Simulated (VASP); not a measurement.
# AlN in VASP: further runs, part 2 of 3

VASP 6.6.1.

### 3 Single point, r2SCAN (strain +4.5%)

Contents of POSCAR:

```
AlN
1.0
    0.0000000000      2.1101212991      2.1101212991
    2.1101212991      0.0000000000      2.1101212991
    2.1101212991      2.1101212991      0.0000000000
Al N
1 1
Direct
    0.0000000000      0.0000000000      0.0000000000
    0.5000000000      0.5000000000      0.5000000000
```

Contents of INCAR.step1:

```
  ALGO = Normal
  EDIFF = 1E-4
  ENCUT = 520
  GGA = PE
  ISMEAR = 0
  LASPH = True
  LCHARG = False
  LREAL = False
  LWAVE = True
  NBANDS = 11
  NELM = 100
  PREC = Accurate
  SIGMA = 0.01
```

Contents of INCAR.step2:

```
  ALGO = Normal
  EDIFF = 1E-6
  ENCUT = 520
  ISIF = 2
  ISMEAR = 0
  ISTART = 1
  LASPH = True
  LCHARG = False
  LMIXTAU = True
  LREAL = False
  LWAVE = False
  METAGGA = R2SCAN
  NBANDS = 11
  NELM = 100
  PREC = Accurate
  SIGMA = 0.01
```

Contents of KPOINTS:

```
k-points
0
Gamma
  10 10 10
```

Potentials or basis: VASP PAW PBE potentials, release 64 (Al, N).

Command:

```sh
cat potpaw_PBE.64/Al/POTCAR potpaw_PBE.64/N/POTCAR > POTCAR
cp INCAR.step1 INCAR
mpirun -np 1 vasp_std > vasp.out
cp INCAR.step2 INCAR
mpirun -np 1 vasp_std > vasp.out
```

OUTCAR:

```text
EDIFF = 1E-6
   ENCUT = 520
   ISIF = 2
   ISMEAR = 0
   ISTART = 1
   LASPH = True
   LREAL = False
   METAGGA = R2SCAN
   NELM = 100
   PREC = Accurate

 ion  position               nearest neighbor table
   1  0.000  0.000  0.000-   2 2.11   2 2.11   2 2.11   2 2.11   2 2.11   2 2.11
   2  0.500  0.500  0.500-   1 2.11   1 2.11   1 2.11   1 2.11   1 2.11   1 2.11

  LATTYP: Found a face centered cubic cell.
 ALAT       =     4.2202425982

  Lattice vectors:

 A1 = (   0.0000000000,   2.1101212991,   2.1101212991)
 A2 = (   2.1101212991,   0.0000000000,   2.1101212991)
 A3 = (   2.1101212991,   2.1101212991,   0.0000000000)

Analysis of symmetry for initial positions (statically):
=====================================================================
 Subroutine PRICEL returns:
 Original cell was already a primitive cell.

 Routine SETGRP: Setting up the symmetry group for a
 face centered cubic supercell.

 Subroutine GETGRP returns: Found 48 space group operations
 (whereof 48 operations were pure point group operations)
 out of a pool of 48 trial point group operations.

The static configuration has the point symmetry O_h .

Analysis of symmetry for dynamics (positions and initial velocities):
=====================================================================
 Subroutine PRICEL returns:
 Original cell was already a primitive cell.

 Routine SETGRP: Setting up the symmetry group for a
 face centered cubic supercell.

 Subroutine GETGRP returns: Found 48 space group operations
 (whereof 48 operations were pure point group operations)
 out of a pool of 48 trial point group operations.

The dynamic configuration has the point symmetry O_h .

 Subroutine INISYM returns: Found 48 space group operations
 (whereof 48 operations are pure point group operations),
 and found     1 'primitive' translations

----------------------------------------------------------------------------------------

                                     Primitive cell

  volume of cell :      18.7911

  direct lattice vectors                    reciprocal lattice vectors
     0.000000000  2.110121299  2.110121299    -0.236953203  0.236953203  0.236953203
     2.110121299  0.000000000  2.110121299     0.236953203 -0.236953203  0.236953203
     2.110121299  2.110121299  0.000000000     0.236953203  0.236953203 -0.236953203

  length of vectors
     2.984162159  2.984162159  2.984162159     0.410414986  0.410414986  0.410414986

  position of ions in fractional coordinates (direct lattice)
     0.000000000  0.000000000  0.000000000
     0.500000000  0.500000000  0.500000000

  ion indices of the primitive-cell ions
   primitive index   ion index
                 1           1
                 2           2

----------------------------------------------------------------------------------------

 KPOINTS: k-points

Automatic generation of k-mesh.
 Grid dimensions read from file:
 generate k-points for:   10   10   10

 Generating k-lattice:

  Cartesian coordinates                     Fractional coordinates (reciprocal lattice)
    -0.023695320  0.023695320  0.023695320     0.100000000  0.000000000  0.000000000
     0.023695320 -0.023695320  0.023695320     0.000000000  0.100000000  0.000000000
     0.023695320  0.023695320 -0.023695320     0.000000000  0.000000000  0.100000000

  Length of vectors
     0.041041499  0.041041499  0.041041499

  Shift w.r.t. Gamma in fractional coordinates (k-lattice)
     0.000000000  0.000000000  0.000000000

 Subroutine IBZKPT returns following result:
 ===========================================

 Found     47 irreducible k-points:

 Following reciprocal coordinates:
            Coordinates               Weight
  0.000000  0.000000  0.000000      1.000000
  0.100000  0.000000  0.000000      8.000000
  0.200000  0.000000  0.000000      8.000000
  0.300000  0.000000  0.000000      8.000000
  0.400000  0.000000  0.000000      8.000000
  0.500000  0.000000  0.000000      4.000000
[... 16 lines left out ...]
  0.300000  0.300000  0.000000      6.000000
  0.400000  0.300000  0.000000     24.000000
 [... further k-points ...]
   k-points           NKPTS =     47   k-points in BZ     NKDIM =     47   number of bands    NBANDS=     11
   number of dos      NEDOS =    301   number of ions     NIONS =      2
   total plane-waves  NPLWV =  13824
   dimension x,y,z NGX =    24 NGY =   24 NGZ =   24
   dimension x,y,z NGXF=    48 NGYF=   48 NGZF=   48
   ions per type =               1   1
   NGX,Y,Z   is equivalent  to a cutoff of  13.37, 13.37, 13.37 a.u.
   NGXF,Y,Z  is equivalent  to a cutoff of  26.74, 26.74, 26.74 a.u.
 SYSTEM =  unknown system
   PREC   = accura    normal or accurate (medium, high low for compatibility)
   ISTART =      1    job   : 0-new  1-cont  2-samecut
   ICHARG =      0    charge: 1-file 2-atom 10-const
   ISPIN  =      1    spin polarized calculation?
   LNONCOLLINEAR =      F non collinear calculations
   LSORBIT =      F    spin-orbit coupling
   LASPH  =      T    aspherical Exc in radial PAW
   ENCUT  =  520.0 eV  38.22 Ry    6.18 a.u.   5.55  5.55  5.55*2*pi/ulx,y,z
   NELM   =    100;   NELMIN=  2; NELMDL=  0     # of ELM steps
   EDIFF  = 0.1E-05   stopping-criterion for ELM
   LREAL  =      F    real-space projection
   EDIFFG = 0.1E-04   stopping-criterion for IOM
   NSW    =      0    number of steps for IOM
   IBRION =     -1    ionic relax: 0-MD 1-quasi-New 2-CG
   NFREE  =      0    steps in history (QN), initial steepest desc. (CG)
   ISIF   =      2    stress and relaxation
   ISYM   =      2    0-nonsym 1-usesym 2-fastsym
   POTIM  = 0.5000    time-step for ionic-motion
   TEBEG  =    0.0;   TEEND  =   0.0 temperature during run
   PSTRESS=    0.0 pullay stress
   NELECT =       8.0000    total number of electrons
   NUPDOWN=      -1.0000    fix difference up-down
   EMIN   =  10.00;   EMAX   =-10.00  energy-range for DOS
   EFERMI =   0.00;   METHOD = LEGACY
   ISMEAR =     0;   SIGMA  =   0.01  broadening in eV -4-tet -1-fermi 0-gaus
   EFERMI_NEDOS =   21; number of points for ismear=-14 and -15
   IALGO  =     38    algorithm
   IMIX   =      4    mixing-type and parameters
     AMIX     =   0.40;   BMIX     =  1.00
     AMIX_MAG =   1.60;   BMIX_MAG =  1.00
  volume/ion in A,a.u.               =       9.40        63.40
  Fermi-wavevector in a.u.,A,eV,Ry     =   1.231556  2.327303 20.636358  1.516730
  Thomas-Fermi vector in A             =   2.366361
   LORBIT       =      0    0 simple, 1 ext, 2 COOP (PROOUT), +10 PAW based schemes
   METAGGA = R2SCAN    functional components
   LHFCALC =     F    Hartree Fock is set to
   AEXX    =    0.0000 exact exchange contribution
   IVDW    =     0    specifies the selected vdW correction
   LEPSILON=     F    determine dielectric tensor
   LRPA    =     F    only Hartree local field effects (RPA)
 non-spin polarized calculation
 Gauss-broadening in eV      SIGMA  =   0.01
  energy-cutoff  :      520.00
  volume of cell :       18.79
 maximum number of plane-waves:       531
 NGX is ok and might be reduce to    24
   NGX = 11   NGY = 11   NGZ = 11

 number of electron       8.0000000 magnetization

 Free energy of the ion-electron system (eV)
  ---------------------------------------------------
  ext. energy  EPLUGINS =         0.00000000
  ---------------------------------------------------
  free energy    TOTEN  =       -18.65936495 eV

  energy without entropy =      -18.65936495  energy(sigma->0) =      -18.65936495

 E-fermi :   8.3217     XC(G=0): -12.2545

 val. band max:        8.2072539249   @ k =   0.0000   0.0000   0.0000
 cond. band min:      12.4542341397   @ k =   0.5000   0.5000   0.0000
 fundamental gap:      4.2469802147
 Fermi energy:         8.3217122763

 k-point     1 :       0.0000    0.0000    0.0000
  band No.  band energies     occupation
      1      -9.0730      2.00000
      2       8.2072      2.00000
      3       8.2072      2.00000
      4       8.2073      2.00000
      5      12.9113      0.00000
      6      20.6765      0.00000
      7      20.6765      0.00000
      8      20.6765      0.00000
      9      25.8022      0.00000
     10      25.8022      0.00000
     11      26.1217      0.00000
[... 309 lines left out ...]
 k-point    24 :       0.4000    0.3000    0.0000
  band No.  band energies     occupation
      1      -6.4778      2.00000
      2       2.7125      2.00000
      3       5.6772      2.00000
      4       6.1266      2.00000
      5      14.1128      0.00000
      6      15.6884      0.00000
      7      20.0736      0.00000
      8      23.4050      0.00000
      9      24.1134      0.00000
     10      29.6278      0.00000
     11      32.5530      0.00000

 [... further k-points ...]
[... 5 lines left out ...]
  --------------------------------------------------------------------------------------
  -------------------------------------------------------------------------------------
  Total       -3.3807346     -3.3807346     -3.3807346     -0.0000000      0.0000000      0.0000000
  in kB     -288.2500578   -288.2500578   -288.2500578     -0.0000000      0.0000000      0.0000000
  external PRESSURE =    -288.2500578 kB  Pullay stress =       0.0000000 kB

 VOLUME and BASIS-vectors are now :
 -----------------------------------------------------------------------------
  energy-cutoff  :      520.00
  volume of cell :       18.79
      direct lattice vectors                 reciprocal lattice vectors
     0.000000000  2.110121299  2.110121299    -0.236953203  0.236953203  0.236953203
     2.110121299  0.000000000  2.110121299     0.236953203 -0.236953203  0.236953203
     2.110121299  2.110121299  0.000000000     0.236953203  0.236953203 -0.236953203

 POSITION                                       TOTAL-FORCE (eV/Angst)
 -----------------------------------------------------------------------------------
      0.00000      0.00000      0.00000         0.000000      0.000000     -0.000000
      2.11012      2.11012      2.11012        -0.000000     -0.000000      0.000000
 -----------------------------------------------------------------------------------
    total drift:                               -0.000000     -0.000000      0.000000

  FREE ENERGIE OF THE ION-ELECTRON SYSTEM (eV)
  ---------------------------------------------------
  free  energy   TOTEN  =       -18.6593649450 eV

  energy  without entropy=      -18.6593649450  energy(sigma->0) =      -18.65936495
```

Wall time 22 s (1 thread of Intel Xeon Platinum 8488C (Sapphire Rapids), shared host); peak memory 0.14 GiB.

What came out:

| Item | Value |
| --- | --- |
| Free energy | -18.6594 eV |
| Pressure | -28.8 GPa |
| Band gap on the k mesh | 4.25 eV, indirect (least direct gap 4.70 eV) |

Caveat: the cell differs from its parent crystal (strain +4.5%); the PAW data sets were made with another functional, which shifts forces and pressure a little. A k mesh can miss the band edges.

[end of part 2 of 3]
